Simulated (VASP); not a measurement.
The system is Zr2Mo.

```
Zr Mo
1.0
     0.00000    3.62485    3.62485
     3.62485    0.00000    3.62485
     3.62485    3.62485    0.00000
Zr Mo
4 2
Direct
  0.62500 0.62500 0.62500
  0.12500 0.62500 0.62500
  0.62500 0.62500 0.12500
  0.62500 0.12500 0.62500
  0.00000 0.00000 0.00000
  0.25000 0.25000 0.25000
```

* Program: VASP 6.6.1
* Task: relaxation of cell and atoms
* Functional: PBE
* Potentials or basis: VASP PAW PBE potentials, release 64 (Zr_sv, Mo_sv)
* Cutoff: 600 eV
* k mesh: 4 × 4 × 4
* Occupations: gaussian, width 0.1 eV
* Spin: no spin polarisation

At the start: pressure 48.3 GPa; volume 15.88 Å³/atom.

Where does the relaxation end?

Over 5 steps the energy falls by 568.7 meV/atom and the volume is 20.55 Å³/atom (+29.5 %); space group Fd-3m (No. 227, to 0.1 Å) before and after.

The path:
```
step  energy change (eV)  largest force (eV/Å)  pressure (GPa)  volume (Å³)
   1              0.0000                0.0000           48.27        95.26
   2              1.2741                0.0000          -20.49       177.60
   3             -3.3964                0.0000           -2.13       125.78
   4             -3.4116                0.0000           -0.51       123.95
   5             -3.4124                0.0000            0.08       123.33
```

Final structure:
```xyz
6
Lattice="0.0000 3.9507 3.9507 3.9507 0.0000 3.9507 3.9507 3.9507 0.0000" Properties=species:S:1:pos:R:3 pbc="T T T"
Zr    4.9384    4.9384    4.9384
Zr    4.9384    2.9631    2.9631
Zr    2.9631    2.9631    4.9384
Zr    2.9631    4.9384    2.9631
Mo    0.0000    0.0000    0.0000
Mo    1.9754    1.9754    1.9754
```

Caveat: the k points lie up to 0.34 Å⁻¹ apart in the final cell; the volume moved by over 15 % at a fixed basis, so the end points are rough.
